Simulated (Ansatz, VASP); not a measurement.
# Two plane-wave programs on InAs4

```xyz
5
Lattice="6.0769 0.0000 0.0000 0.0000 6.0769 0.0000 0.0000 0.0000 2.8867" Properties=species:S:1:pos:R:3 pbc="T T T"
In    3.0384    3.0384    1.4434
As    4.3593    0.5718    0.0000
As    5.5051    4.3593    0.0000
As    0.5718    1.7176    0.0000
As    1.7176    5.5051    0.0000
```

Change from the starting cell: the structure that the rattled cell fell into.

Alike in both runs: functional PBE; dispersion D3(BJ); k mesh 8 × 8 × 12; occupations gaussian, width 0.1 eV; no spin polarisation.

Ansatz relaxed the structure, and its values are those at the end. VASP's run is a single point on that final structure, the one shown.

```csv
,VASP,Ansatz
version,VASP 6.6.1,Ansatz 0.2.0
potentials or method,"VASP PAW PBE potentials, release 64 (In_d, As), cutoff 520 eV","scalar-relativistic, plane waves, PAW"
valence electrons in the cell,33,73
```

```csv
,VASP,Ansatz,Ansatz less VASP
gap on the k mesh at the Fermi level (eV),none,none,-
pressure (GPa),0.1,0.0,-0.15
rms of the force components (eV/Å),0.016,0.001,-0.0147
```

A gap of «none» marks a metal or a gap that the smearing closes. VASP's potentials hold 33 valence electrons a cell and Ansatz's 73, so a difference there can come from the potentials and not from the codes.
